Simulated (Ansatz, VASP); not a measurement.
Ti in VASP and in Ansatz

```
Ti
1.0
     0.00000    1.98891    1.98891
     1.98891    0.00000    1.98891
     1.98891    1.98891    0.00000
Ti
1
Direct
  0.00000 0.00000 0.00000
```

Change from the starting cell: volume scaled by 0.9405, crystal datasets.

Alike in both runs: task electric field gradients; functional LDA; k mesh 15 × 15 × 15; occupations fermi-dirac, width 0.05 eV; no spin polarisation.

|  | VASP | Ansatz |
| --- | --- | --- |
| version | VASP 6.6.1 | Ansatz 0.2.0 |
| potentials or method | VASP PAW LDA potentials, release 64 (Ti_sv), cutoff 400 eV | all-electron PAW with datasets made for the crystal, scalar-relativistic |

Ansatz gave:

```
pressure (GPa) : 2.4
```

Task: Estimate VASP's values.

Result: Pressure (GPa): 1.4.

LDA's correlation is that of Perdew and Zunger in VASP and of Perdew and Wang (1992) in Ansatz. Ansatz ran all-electron here, and VASP with PAW potentials.
